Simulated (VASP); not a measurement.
# WC (P-6m2) in VASP: further runs, part 2 of 2

VASP 6.6.1.

### Step 3. Relaxation of cell and atoms, PBEsol

This run uses another cell than the first one, of 10.29 Å³/atom.

Input file INCAR:

```
SYSTEM = WC
PREC = Accurate
ENCUT = 600
EDIFF = 1E-7
ISMEAR = -1
SIGMA = 0.15
LREAL = .False.
LASPH = .True.
NELM = 60
ALGO = Normal
ISIF = 3
LWAVE = .False.
LCHARG = .False.
GGA = PS
IBRION = 2
NSW = 80
EDIFFG = -0.001
```

Input file KPOINTS:

```
regular mesh
0
Gamma
  18 18 14
  0 0 0
```

Input file POSCAR:

```
WC
1.0
    2.8984136660      0.0000000000      0.0000000000
   -1.4492068330      2.5100998655      0.0000000000
    0.0000000000      0.0000000000      2.8276119028
W C
1 1
Direct
    0.0000000000      0.0000000000      0.0000000000
    0.6666666667      0.3333333333      0.5000000000
```

Potentials or basis: VASP PAW PBE potentials, release 64 (W_sv, C).

Started as:

```
> cat potpaw_PBE.64/W_sv/POTCAR potpaw_PBE.64/C/POTCAR > POTCAR
> mpirun -np 1 vasp_std > vasp.out
```

OUTCAR:

```text
SYSTEM = WC
   PREC = Accurate
   ENCUT = 600
   EDIFF = 1E-7
   ISMEAR = -1
   LREAL = .False.
   LASPH = .True.
   NELM = 60
   ISIF = 3
   GGA = PS
   IBRION = 2
   NSW = 80
   EDIFFG = -0.001

 ion  position               nearest neighbor table
   1  0.000  0.000  0.000-   2 2.19   2 2.19   2 2.19   2 2.19   2 2.19   2 2.19
   2  0.667  0.333  0.500-   1 2.19   1 2.19   1 2.19   1 2.19   1 2.19   1 2.19

  LATTYP: Found a hexagonal cell.
 ALAT       =     2.8984136660
 C/A-ratio  =     0.9755722366

  Lattice vectors:

 A1 = (   2.8984136660,   0.0000000000,   0.0000000000)
 A2 = (  -1.4492068330,   2.5100998655,   0.0000000000)
 A3 = (   0.0000000000,   0.0000000000,   2.8276119028)

Analysis of symmetry for initial positions (statically):
=====================================================================
[... 341 lines left out ...]
      6       6.6510      2.00000
      7       7.6524      2.00000
      8       7.6524      2.00000
      9      11.1363      0.72126
     10      14.2667      0.00000
     11      14.2667      0.00000
     12      16.6998      0.00000
     13      16.6998      0.00000
[... 354 lines left out ...]
  band No.  band energies     occupation
      1     -62.8474      2.00000
      2     -27.5714      2.00000
      3     -27.0413      2.00000
      4     -26.7802      2.00000
      5      -0.0369      2.00000
      6       4.1023      2.00000
      7       7.3640      2.00000
      8       7.4888      2.00000
      9      10.5258      1.94123
     10      12.8413      0.00001
     11      14.6035      0.00000
     12      15.8665      0.00000
     13      18.5999      0.00000

 [... further k-points ...]

------------------------ aborting loop because EDIFF is reached ----------------------------------------

  FORCE on cell =-STRESS in cart. coord.  units (eV):
  Direction    XX          YY          ZZ          XY          YZ          ZX
  --------------------------------------------------------------------------------------
  -------------------------------------------------------------------------------------
  Total        0.0007817      0.0007817      0.0001415      0.0000000      0.0000000     -0.0000000
  in kB        0.0606824      0.0606824      0.0109867      0.0000000      0.0000000     -0.0000000
  external PRESSURE =       0.0441172 kB  Pullay stress =       0.0000000 kB
[... 17 lines left out ...]
  FREE ENERGIE OF THE ION-ELECTRON SYSTEM (eV)
  ---------------------------------------------------
  free  energy   TOTEN  =       -23.9119834990 eV

  energy  without entropy=      -23.8885134669  energy(sigma->0) =      -23.90024848

 reached required accuracy - stopping structural energy minimisation
```

CONTCAR:

```text
WC
   1.00000000000000
     2.9020429823382337    0.0000000000000000   -0.0000000000000000
    -1.4510214911691168    2.5132429456475354    0.0000000000000000
     0.0000000000000000    0.0000000000000000    2.8296542967282075
  W               C
     1     1
Direct
     0.0000000000000000    0.0000000000000000    0.0000000000000000
     0.6666666667000030    0.3333333332999970    0.5000000000000000

  0.00000000E+00  0.00000000E+00  0.00000000E+00
  0.00000000E+00  0.00000000E+00  0.00000000E+00
```

It took 4.4 min on 1 thread of Intel Xeon 8259CL, shared host; peak memory 0.24 GiB.

Results:

```
Free energy                           : -23.9120 eV
Relaxed volume                        : 10.32 Å³/atom
Relaxed cell                          : a = 2.902 Å, b = 2.902 Å, c = 2.830 Å, α = 90.00°, β = 90.00°, γ = 120.00°
Space group after relaxing (to 0.1 Å) : P-6m2 (No. 187)
Energy gained by relaxing             : 0.1 meV/atom
Ionic steps                           : 5
Pressure after relaxing               : 0.0 GPa
Band gap on the k mesh                : zero (bands 9 and 10 overlap by 1.23 eV)
```

The path:
```tsv
step	energy change (eV)	largest force (eV/Å)	pressure (GPa)	volume (Å³)
1	0.0000	0.0000	1.31	20.57
2	0.0018	0.0000	-3.57	20.82
3	-0.0003	0.0000	-0.01	20.64
4	-0.0003	0.0000	0.01	20.64
5	-0.0003	0.0000	0.00	20.64
```

Final structure:
```yaml
crystal:
  lattice:
    - [2.90204, 0.00000, 0.00000]
    - [-1.45102, 2.51324, 0.00000]
    - [0.00000, 0.00000, 2.82965]
  atoms:
    - { symbol: W, position: [0.00000, 0.00000, 0.00000] }
    - { symbol: C, position: [0.66667, 0.33333, 0.50000] }
```

Caveat: the PAW data sets were made with another functional, which shifts forces and pressure a little; spin-orbit coupling is left out, which moves the levels of the heavy elements.

### Step 4. Relaxation of shape and atoms at fixed volume, PBEsol (10.49 Å³/atom)

This run uses another cell than the first one, of 10.49 Å³/atom.

Input file INCAR:

```
PREC = Accurate
ENCUT = 600
EDIFF = 1E-7
ISMEAR = -1
SIGMA = 0.15
LREAL = F
LASPH = T
NELM = 100
ALGO = Normal
ISIF = 4
LWAVE = F
LCHARG = F
GGA = PS
IBRION = 2
NSW = 80
EDIFFG = -0.001
```

Input file KPOINTS:

```
Automatic mesh
0
Gamma
  18 18 14
```

Input file POSCAR:

```
WC
1.0
    2.9185947282      0.0000000000      0.0000000000
   -1.4592973641      2.5275771780      0.0000000000
    0.0000000000      0.0000000000      2.8452342877
W C
1 1
Direct
    0.0000000000      0.0000000000      0.0000000000
    0.6666666667      0.3333333333      0.5000000000
```

Started as:

```
> cat potpaw_PBE.64/W_sv/POTCAR potpaw_PBE.64/C/POTCAR > POTCAR
> mpirun -np 1 vasp_std > vasp.out
```

It took 3.2 min on 1 thread of Intel Xeon 8259CL, shared host; peak memory 0.23 GiB.

The run converged. Its results:

```
Free energy               : -23.9050 eV
Energy gained by relaxing : 0.0 meV/atom
Ionic steps               : 4
Pressure after relaxing   : -6.6 GPa
Band gap on the k mesh    : zero (bands 9 and 10 overlap by 1.20 eV)
```

Final structure:
```cif
data_structure
_symmetry_space_group_name_H-M 'P 1'
_symmetry_Int_Tables_number 1
_cell_length_a 2.9199
_cell_length_b 2.9199
_cell_length_c 2.8428
_cell_angle_alpha 90.000
_cell_angle_beta 90.000
_cell_angle_gamma 120.000
_cell_volume 20.99
loop_
_atom_site_label
_atom_site_type_symbol
_atom_site_fract_x
_atom_site_fract_y
_atom_site_fract_z
_atom_site_occupancy
W1 W 0.00000 0.00000 0.00000 1
C1 C 0.66667 0.33333 0.50000 1
```

Levels at points of the mesh, in eV from the Fermi level:
```csv
k point,band 6,band 7,band 8,band 9,band 10,band 11,band 12,band 13
"(0.00, 0.00, 0.00)",-4.30,-3.34,-3.34,0.10,3.14,3.14,5.56,5.56
"(0.50, 0.00, 0.00)",-7.03,-3.58,-3.57,-0.49,2.27,4.41,4.77,6.78
"(0.00, 0.00, 0.50)",-8.64,-2.04,-2.04,-0.62,-0.62,3.65,4.45,4.45
"(0.50, 0.00, 0.50)",-6.43,-4.31,-4.19,0.24,4.32,5.21,6.52,9.06
```

Caveat: the PAW data sets were made with another functional, which shifts forces and pressure a little; spin-orbit coupling is left out, which moves the levels of the heavy elements.

### Step 5. Summary

| task | cell | gap on the mesh (eV) | pressure (GPa) |
| --- | --- | --- | --- |
| relaxation of shape and atoms at fixed volume | relaxed from a = 2.880, b = 2.880, c = 2.808 Å, angles 90.0, 90.0, 120.0°, 2 atoms | none | 9.9 |
| relaxation of cell and atoms | relaxed from a = 2.898, b = 2.898, c = 2.828 Å, angles 90.0, 90.0, 120.0°, 2 atoms | none | 0.0 |
| relaxation of shape and atoms at fixed volume | relaxed from a = 2.919, b = 2.919, c = 2.845 Å, angles 90.0, 90.0, 120.0°, 2 atoms | none | -6.6 |

Alike in all rows: level PBEsol; potentials or basis VASP PAW PBE potentials, release 64 (W_sv, C); no spin polarisation; k mesh 18 × 18 × 14; cutoff (eV) 600; smearing fermi-dirac 0.15 eV.

Caveats: the PAW data sets were made with another functional, which shifts forces and pressure a little; spin-orbit coupling is left out, which moves the levels of the heavy elements.

Absolute energies hang on the potentials; compare differences alone.
